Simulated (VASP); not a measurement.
# GaAs in VASP: settings compared

GaAs is run at these levels: PBE, r2SCAN; tasks: single point.

All numbers are computed with VASP 6.6.1; they aren't measurements. Logs are shortened: lines on timing, memory, paths and dates and some standing lists are left out, and cuts for length are marked.

## 1. The cell of the first run

Symmetry: I-4m2, No. 119, tetragonal system. Conventional cell: a = 4.007 Å, b = 4.007 Å, c = 5.525 Å, α = 90.00°, β = 90.00°, γ = 90.00°. Ga (site symmetry -4m2) has 4 As at 2.43 Å within 3.2 Å. As (site symmetry -4m2) has 4 Ga at 2.43 Å within 3.2 Å.

## 2. Single point, PBE (uniaxial z strain -2.5%)

INCAR reads:

```
PREC = Accurate ; ENCUT = 520
EDIFF = 1E-6 ; ISMEAR = -1
SIGMA = 0.02 ; LREAL = F
LASPH = T ; NELM = 60
ALGO = Normal ; ISIF = 2
LWAVE = F ; LCHARG = F
GGA = PE ; NBANDS = 16
```

KPOINTS reads:

```
Automatic mesh
0
Gamma
  8 8 8
```

POSCAR reads:

```
GaAs
1.0
    0.0000000000      2.8330850941      2.7622579668
    2.8330850941      0.0000000000      2.7622579668
    2.8330850941      2.8330850941      0.0000000000
Ga As
1 1
Direct
    0.0000000000      0.0000000000      0.0000000000
    0.2500000000      0.2500000000      0.2500000000
```

Potentials or basis: VASP PAW PBE potentials, release 64 (Ga_d, As).

Command:

```
$ cat potpaw_PBE.64/Ga_d/POTCAR potpaw_PBE.64/As/POTCAR > POTCAR
$ mpirun -np 1 vasp_std > vasp.out
```

OUTCAR:

```text
PREC = Accurate
   ENCUT = 520
   EDIFF = 1E-6
   ISMEAR = -1
   LREAL = F
   LASPH = T
   NELM = 60
   ISIF = 2
   GGA = PE

 ion  position               nearest neighbor table
   1  0.000  0.000  0.000-   2 2.43   2 2.43   2 2.43   2 2.43
   2  0.250  0.250  0.250-   1 2.43   1 2.43   1 2.43   1 2.43

  LATTYP: Found a body centered tetragonal cell.
 ALAT       =     4.0065873634
 C/A-ratio  =     1.3788582233

  Lattice vectors:

 A1 = (   0.0000000000,  -2.8330850941,  -2.7622579668)
 A2 = (   0.0000000000,   2.8330850941,  -2.7622579668)
 A3 = (   2.8330850941,   0.0000000000,   2.7622579668)

Analysis of symmetry for initial positions (statically):
=====================================================================
 Subroutine PRICEL returns:
 Original cell was already a primitive cell.

 Routine SETGRP: Setting up the symmetry group for a
 body centered tetragonal supercell.

 Subroutine GETGRP returns: Found  8 space group operations
 (whereof  8 operations were pure point group operations)
 out of a pool of 16 trial point group operations.

The static configuration has the point symmetry D_2d.

Analysis of symmetry for dynamics (positions and initial velocities):
=====================================================================
 Subroutine PRICEL returns:
 Original cell was already a primitive cell.

 Routine SETGRP: Setting up the symmetry group for a
 body centered tetragonal supercell.

 Subroutine GETGRP returns: Found  8 space group operations
 (whereof  8 operations were pure point group operations)
 out of a pool of 16 trial point group operations.

The dynamic configuration has the point symmetry D_2d.

 Subroutine INISYM returns: Found  8 space group operations
 (whereof  8 operations are pure point group operations),
 and found     1 'primitive' translations

----------------------------------------------------------------------------------------

                                     Primitive cell

  volume of cell :      44.3418

  direct lattice vectors                    reciprocal lattice vectors
     0.000000000  2.833085094  2.762257967    -0.176486051  0.176486051  0.181011334
     2.833085094  0.000000000  2.762257967     0.176486051 -0.176486051  0.181011334
     2.833085094  2.833085094  0.000000000     0.176486051  0.176486051 -0.181011334

  length of vectors
     3.956821986  3.956821986  4.006587363     0.308317621  0.308317621  0.308317621

  position of ions in fractional coordinates (direct lattice)
     0.000000000  0.000000000  0.000000000
     0.250000000  0.250000000  0.250000000

  ion indices of the primitive-cell ions
   primitive index   ion index
                 1           1
                 2           2

----------------------------------------------------------------------------------------

 KPOINTS: Automatic mesh

Automatic generation of k-mesh.
 Grid dimensions read from file:
 generate k-points for:    8    8    8

 Generating k-lattice:

  Cartesian coordinates                     Fractional coordinates (reciprocal lattice)
    -0.022060756  0.022060756  0.022626417     0.125000000  0.000000000  0.000000000
     0.022060756 -0.022060756  0.022626417     0.000000000  0.125000000  0.000000000
     0.022060756  0.022060756 -0.022626417    -0.000000000 -0.000000000  0.125000000

  Length of vectors
     0.038539703  0.038539703  0.038539703

  Shift w.r.t. Gamma in fractional coordinates (k-lattice)
     0.000000000  0.000000000  0.000000000

 Subroutine IBZKPT returns following result:
 ===========================================

 Found     59 irreducible k-points:

 Following reciprocal coordinates:
            Coordinates               Weight
  0.000000  0.000000  0.000000      1.000000
  0.125000  0.000000  0.000000      8.000000
  0.250000  0.000000  0.000000      8.000000
  0.375000  0.000000  0.000000      8.000000
  0.500000  0.000000  0.000000      4.000000
  0.125000  0.125000  0.000000      2.000000
[... 16 lines left out ...]
  0.250000  0.000000  0.125000     16.000000
  0.375000  0.000000  0.125000     16.000000
 [... further k-points ...]
   k-points           NKPTS =     59   k-points in BZ     NKDIM =     59   number of bands    NBANDS=     16
   number of dos      NEDOS =    301   number of ions     NIONS =      2
   total plane-waves  NPLWV =  27000
   dimension x,y,z NGX =    30 NGY =   30 NGZ =   30
   dimension x,y,z NGXF=    60 NGYF=   60 NGZF=   60
   ions per type =               1   1
   NGX,Y,Z   is equivalent  to a cutoff of  12.60, 12.60, 12.45 a.u.
   NGXF,Y,Z  is equivalent  to a cutoff of  25.21, 25.21, 24.90 a.u.
 SYSTEM =  unknown system
   PREC   = accura    normal or accurate (medium, high low for compatibility)
   ISTART =      0    job   : 0-new  1-cont  2-samecut
   ICHARG =      2    charge: 1-file 2-atom 10-const
   ISPIN  =      1    spin polarized calculation?
   LNONCOLLINEAR =      F non collinear calculations
   LSORBIT =      F    spin-orbit coupling
   LASPH  =      T    aspherical Exc in radial PAW
   ENCUT  =  520.0 eV  38.22 Ry    6.18 a.u.   7.36  7.36  7.45*2*pi/ulx,y,z
   NELM   =     60;   NELMIN=  2; NELMDL= -5     # of ELM steps
   EDIFF  = 0.1E-05   stopping-criterion for ELM
   LREAL  =      F    real-space projection
   EDIFFG = 0.1E-04   stopping-criterion for IOM
   NSW    =      0    number of steps for IOM
   IBRION =     -1    ionic relax: 0-MD 1-quasi-New 2-CG
   NFREE  =      0    steps in history (QN), initial steepest desc. (CG)
   ISIF   =      2    stress and relaxation
   ISYM   =      2    0-nonsym 1-usesym 2-fastsym
   POTIM  = 0.5000    time-step for ionic-motion
   TEBEG  =    0.0;   TEEND  =   0.0 temperature during run
   PSTRESS=    0.0 pullay stress
   NELECT =      18.0000    total number of electrons
   NUPDOWN=      -1.0000    fix difference up-down
   EMIN   =  10.00;   EMAX   =-10.00  energy-range for DOS
   EFERMI =   0.00;   METHOD = LEGACY
   ISMEAR =    -1;   SIGMA  =   0.02  broadening in eV -4-tet -1-fermi 0-gaus
   EFERMI_NEDOS =   21; number of points for ismear=-14 and -15
   IALGO  =     38    algorithm
   IMIX   =      4    mixing-type and parameters
     AMIX     =   0.40;   BMIX     =  1.00
     AMIX_MAG =   1.60;   BMIX_MAG =  1.00
  volume/ion in A,a.u.               =      22.17       149.62
  Fermi-wavevector in a.u.,A,eV,Ry     =   1.212163  2.290657 19.991587  1.469340
  Thomas-Fermi vector in A             =   2.347656
   LORBIT       =      0    0 simple, 1 ext, 2 COOP (PROOUT), +10 PAW based schemes
   GGA     = PE    functional components
   LHFCALC =     F    Hartree Fock is set to
   AEXX    =    0.0000 exact exchange contribution
   IVDW    =     0    specifies the selected vdW correction
   LEPSILON=     F    determine dielectric tensor
   LRPA    =     F    only Hartree local field effects (RPA)
 non-spin polarized calculation
  energy-cutoff  :      520.00
  volume of cell :       44.34
 maximum number of plane-waves:      1219
 NGX is ok and might be reduce to    30
   NGX = 15   NGY = 15   NGZ = 15

 number of electron      18.0000006 magnetization

 Free energy of the ion-electron system (eV)
  ---------------------------------------------------
  ext. energy  EPLUGINS =         0.00000000
  ---------------------------------------------------
  free energy    TOTEN  =        -8.22179865 eV

  energy without entropy =       -8.22179865  energy(sigma->0) =       -8.22179865

 E-fermi :   4.4862     XC(G=0):  -9.6727

 val. band max:        4.2047041401   @ k =   0.0000   0.0000   0.0000
 cond. band min:       4.7680086303   @ k =   0.0000   0.0000   0.0000
 fundamental gap:      0.5633044902
 Fermi energy:         4.4861965330

 k-point     1 :       0.0000    0.0000    0.0000
  band No.  band energies     occupation
      1     -10.7357      2.00000
      2     -10.7357      2.00000
      3     -10.7294      2.00000
      4     -10.6521      2.00000
      5     -10.6480      2.00000
      6      -8.7499      2.00000
[... 8 lines left out ...]
     15      14.0336      0.00000
     16      14.5030      0.00000

 k-point     2 :       0.1250    0.0000    0.0000
  band No.  band energies     occupation
      1     -10.7487      2.00000
      2     -10.7319      2.00000
      3     -10.7275      2.00000
      4     -10.6524      2.00000
      5     -10.6480      2.00000
      6      -8.5621      2.00000
[... 8 lines left out ...]
     15      13.2349      0.00000
     16      13.5563      0.00000

 k-point     3 :       0.2500    0.0000    0.0000
  band No.  band energies     occupation
      1     -10.7804      2.00000
      2     -10.7237      2.00000
      3     -10.7196      2.00000
      4     -10.6523      2.00000
      5     -10.6470      2.00000
      6      -8.0374      2.00000
[... 8 lines left out ...]
     15      13.1108      0.00000
     16      13.3374      0.00000

 k-point     4 :       0.3750    0.0000    0.0000
  band No.  band energies     occupation
      1     -10.8085      2.00000
      2     -10.7171      2.00000
      3     -10.7132      2.00000
      4     -10.6505      2.00000
      5     -10.6442      2.00000
      6      -7.3317      2.00000
[... 8 lines left out ...]
     15      14.3331      0.00000
     16      14.4177      0.00000
[... 324 lines left out ...]
 k-point    22 :       0.1250    0.0000    0.1250
  band No.  band energies     occupation
      1     -10.7583      2.00000
      2     -10.7280      2.00000
      3     -10.7225      2.00000
      4     -10.6528      2.00000
      5     -10.6482      2.00000
      6      -8.5034      2.00000
[... 8 lines left out ...]
     15      13.0341      0.00000
     16      14.6118      0.00000

 k-point    23 :       0.2500    0.0000    0.1250
  band No.  band energies     occupation
      1     -10.7826      2.00000
      2     -10.7203      2.00000
      3     -10.7155      2.00000
      4     -10.6547      2.00000
      5     -10.6469      2.00000
      6      -8.0928      2.00000
[... 8 lines left out ...]
     15      14.1916      0.00000
     16      14.4671      0.00000

 k-point    24 :       0.3750    0.0000    0.1250
  band No.  band energies     occupation
      1     -10.8077      2.00000
      2     -10.7145      2.00000
      3     -10.7090      2.00000
      4     -10.6538      2.00000
      5     -10.6453      2.00000
      6      -7.4315      2.00000
[... 8 lines left out ...]
     15      14.3251      0.00000
     16      15.1785      0.00000

 [... further k-points ...]
[... 5 lines left out ...]
  --------------------------------------------------------------------------------------
  -------------------------------------------------------------------------------------
  Total        1.2324108      1.2324108      1.6253957      0.0000000      0.0000000      0.0000000
  in kB       44.5299898     44.5299898     58.7294902      0.0000000      0.0000000      0.0000000
  external PRESSURE =      49.2631566 kB  Pullay stress =       0.0000000 kB

 VOLUME and BASIS-vectors are now :
 -----------------------------------------------------------------------------
  energy-cutoff  :      520.00
  volume of cell :       44.34
      direct lattice vectors                 reciprocal lattice vectors
     0.000000000  2.833085094  2.762257967    -0.176486051  0.176486051  0.181011334
     2.833085094  0.000000000  2.762257967     0.176486051 -0.176486051  0.181011334
     2.833085094  2.833085094  0.000000000     0.176486051  0.176486051 -0.181011334

 POSITION                                       TOTAL-FORCE (eV/Angst)
 -----------------------------------------------------------------------------------
      0.00000      0.00000      0.00000        -0.000000     -0.000000      0.000000
      1.41654      1.41654      1.38113         0.000000      0.000000     -0.000000
 -----------------------------------------------------------------------------------
    total drift:                                0.000002      0.000002     -0.000000

  FREE ENERGIE OF THE ION-ELECTRON SYSTEM (eV)
  ---------------------------------------------------
  free  energy   TOTEN  =        -8.2217986547 eV

  energy  without entropy=       -8.2217986529  energy(sigma->0) =       -8.22179865
```

Wall time 35 s (1 thread of Intel Xeon Platinum 8375C at 2.90GHz (Ice Lake), shared host); peak memory 0.17 GiB.

What came out:

| Quantity | Value |
| --- | --- |
| Free energy | -8.2218 eV |
| Pressure | 4.9 GPa |
| Band gap on the k mesh | 0.56 eV, direct |

Stress tensor (GPa, compression positive):
```
4.45 0.00 0.00
0.00 4.45 0.00
0.00 0.00 5.87
```

Caveat: the cell differs from its parent crystal (uniaxial z strain -2.5%). A k mesh can miss the band edges.

## 3. Single point, PBE (uniaxial x strain -2.5%)

INCAR reads:

```
ALGO = Normal ; EDIFF = 1E-6
ENCUT = 520 ; GGA = PE
ISIF = 2 ; ISMEAR = -1
LASPH = T ; LCHARG = F
LREAL = F ; LWAVE = F
NBANDS = 16 ; NELM = 100
PREC = Accurate ; SIGMA = 0.02
```

KPOINTS reads:

```
k-points
0
Gamma
  8 8 8
```

POSCAR reads:

```
GaAs
1.0
    0.0000000000      2.8330850941      2.8330850941
    2.7622579668      0.0000000000      2.8330850941
    2.7622579668      2.8330850941      0.0000000000
Ga As
1 1
Direct
    0.0000000000      0.0000000000      0.0000000000
    0.2500000000      0.2500000000      0.2500000000
```

Potentials or basis: VASP PAW PBE potentials, release 64 (Ga_d, As).

Command:

```
$ cat potpaw_PBE.64/Ga_d/POTCAR potpaw_PBE.64/As/POTCAR > POTCAR
$ mpirun -np 1 vasp_std > vasp.out
```

OUTCAR:

```text
EDIFF = 1E-6
   ENCUT = 520
   GGA = PE
   ISIF = 2
   ISMEAR = -1
   LASPH = T
   LREAL = F
   NELM = 100
   PREC = Accurate

 ion  position               nearest neighbor table
   1  0.000  0.000  0.000-   2 2.43   2 2.43   2 2.43   2 2.43
   2  0.250  0.250  0.250-   1 2.43   1 2.43   1 2.43   1 2.43

  LATTYP: Found a body centered tetragonal cell.
 ALAT       =     4.0065873634
 C/A-ratio  =     1.3788582233

  Lattice vectors:

 A1 = (  -2.7622579668,   0.0000000000,  -2.8330850941)
 A2 = (  -2.7622579668,   0.0000000000,   2.8330850941)
 A3 = (   2.7622579668,   2.8330850941,   0.0000000000)

Analysis of symmetry for initial positions (statically):
=====================================================================
 Subroutine PRICEL returns:
 Original cell was already a primitive cell.

 Routine SETGRP: Setting up the symmetry group for a
 body centered tetragonal supercell.

 Subroutine GETGRP returns: Found  8 space group operations
 (whereof  8 operations were pure point group operations)
[... 161 lines left out ...]

  energy without entropy =       -8.22179832  energy(sigma->0) =       -8.22179832

 E-fermi :   4.4862     XC(G=0):  -9.6727

 val. band max:        4.2047078409   @ k =   0.0000   0.0000   0.0000
 cond. band min:       4.7680101562   @ k =   0.0000   0.0000   0.0000
 fundamental gap:      0.5633023152
 Fermi energy:         4.4861906147

 k-point     1 :       0.0000    0.0000    0.0000
  band No.  band energies     occupation
      1     -10.7357      2.00000
      2     -10.7357      2.00000
      3     -10.7294      2.00000
      4     -10.6521      2.00000
      5     -10.6480      2.00000
      6      -8.7499      2.00000
[... 433 lines left out ...]
      3     -10.7123      2.00000
      4     -10.6502      2.00000
      5     -10.6495      2.00000
      6      -7.6731      2.00000
[... 8 lines left out ...]
     15      13.9293      0.00000
     16      15.2817      0.00000

 [... further k-points ...]

------------------------ aborting loop because EDIFF is reached ----------------------------------------

  FORCE on cell =-STRESS in cart. coord.  units (eV):
  Direction    XX          YY          ZZ          XY          YZ          ZX
  --------------------------------------------------------------------------------------
  -------------------------------------------------------------------------------------
  Total        1.6255975      1.2326107      1.2326107      0.0000000      0.0000000     -0.0000000
  in kB       58.7367810     44.5372157     44.5372157      0.0000000      0.0000000     -0.0000000
  external PRESSURE =      49.2704042 kB  Pullay stress =       0.0000000 kB

 VOLUME and BASIS-vectors are now :
 -----------------------------------------------------------------------------
  energy-cutoff  :      520.00
  volume of cell :       44.34
      direct lattice vectors                 reciprocal lattice vectors
     0.000000000  2.833085094  2.833085094    -0.181011334  0.176486051  0.176486051
     2.762257967  0.000000000  2.833085094     0.181011334 -0.176486051  0.176486051
     2.762257967  2.833085094  0.000000000     0.181011334  0.176486051 -0.176486051

 POSITION                                       TOTAL-FORCE (eV/Angst)
 -----------------------------------------------------------------------------------
      0.00000      0.00000      0.00000         0.000000      0.000000      0.000000
      1.38113      1.41654      1.41654        -0.000000     -0.000000     -0.000000
 -----------------------------------------------------------------------------------
    total drift:                               -0.000000      0.000002      0.000002

  FREE ENERGIE OF THE ION-ELECTRON SYSTEM (eV)
  ---------------------------------------------------
  free  energy   TOTEN  =        -8.2217983255 eV

  energy  without entropy=       -8.2217983236  energy(sigma->0) =       -8.22179832
```

stdout:

```text
POSCAR found type information on POSCAR GaAs
 POSCAR found :  2 types and       2 ions
 scaLAPACK will be used
 LDA part: xc-table for (Slater+PW92), standard interpolation
 POSCAR, INCAR and KPOINTS ok, starting setup
 FFT: planning ... GRIDC
 FFT: planning ... GRID_SOFT
 FFT: planning ... GRID
 WAVECAR not read
 entering main loop
```

It took 32 s on 1 thread of Intel Xeon Platinum 8375C at 2.90GHz (Ice Lake), shared host; peak memory 0.17 GiB.

Results:

| Quantity | Value |
| --- | --- |
| Free energy | -8.2218 eV |
| Pressure | 4.9 GPa |
| Band gap on the k mesh | 0.56 eV, direct |

Caveat: the cell differs from its parent crystal (uniaxial x strain -2.5%).

## 4. Single point, PBE (epitaxial xy strain -1.5%)

INCAR reads:

```
ALGO     = Normal         # electronic algorithm
EDIFF    = 1E-6           # SCF threshold, eV
ENCUT    = 520            # plane-wave cutoff, eV
GGA      = PE             # functional
ISIF     = 2              # what is computed and relaxed
ISMEAR   = -1             # smearing method
LASPH    = T              # aspherical terms in the spheres
LCHARG   = F              # write CHGCAR
LREAL    = F              # projectors in reciprocal space
LWAVE    = F              # write WAVECAR
NBANDS   = 16             # bands
NELM     = 100            # most SCF steps
PREC     = Accurate       # precision mode
SIGMA    = 0.02           # smearing width, eV
```

KPOINTS is that of step 3.

POSCAR reads:

```
GaAs
1.0
    0.0000000000      2.7905888177      2.8692094531
    2.7905888177      0.0000000000      2.8692094531
    2.7905888177      2.7905888177      0.0000000000
Ga As
1 1
Direct
    0.0000000000      0.0000000000      0.0000000000
    0.2500000000      0.2500000000      0.2500000000
```

Command:

```
$ cat potpaw_PBE.64/Ga_d/POTCAR potpaw_PBE.64/As/POTCAR > POTCAR
$ mpirun -np 1 vasp_std > vasp.out
```

Run time: 31 s. Hardware: 1 thread of Intel Xeon Platinum 8375C at 2.90GHz (Ice Lake), shared host; peak memory 0.19 GiB.

It converged, with:

| Item | Value |
| --- | --- |
| Free energy | -8.2308 eV |
| Pressure | 4.3 GPa |
| Band gap on the k mesh | 0.54 eV, direct |

Stress tensor (GPa, compression positive):
```
4.87 0.00 0.00
0.00 4.87 0.00
0.00 0.00 3.14
```

Levels at points of the mesh, in eV from the valence-band top:
| k point | band 6 | band 7 | band 8 | band 9 | band 10 | band 11 | band 12 | band 13 |
| --- | --- | --- | --- | --- | --- | --- | --- | --- |
| (0.00, 0.00, 0.00) | -12.86 | -0.17 | 0.00 | 0.00 | 0.54 | 3.65 | 3.65 | 3.73 |
| (0.50, 0.00, 0.00) | -11.06 | -6.75 | -1.33 | -1.10 | 0.96 | 4.50 | 4.68 | 7.72 |
| (0.50, 0.50, 0.00) | -10.38 | -7.04 | -2.65 | -2.65 | 1.51 | 1.77 | 10.19 | 10.19 |
| (0.50, 0.00, 0.50) | -10.27 | -6.87 | -2.84 | -2.82 | 1.33 | 1.51 | 10.07 | 10.24 |

Caveat: the cell differs from its parent crystal (epitaxial xy strain -1.5%).

[end of part 1 of 2]
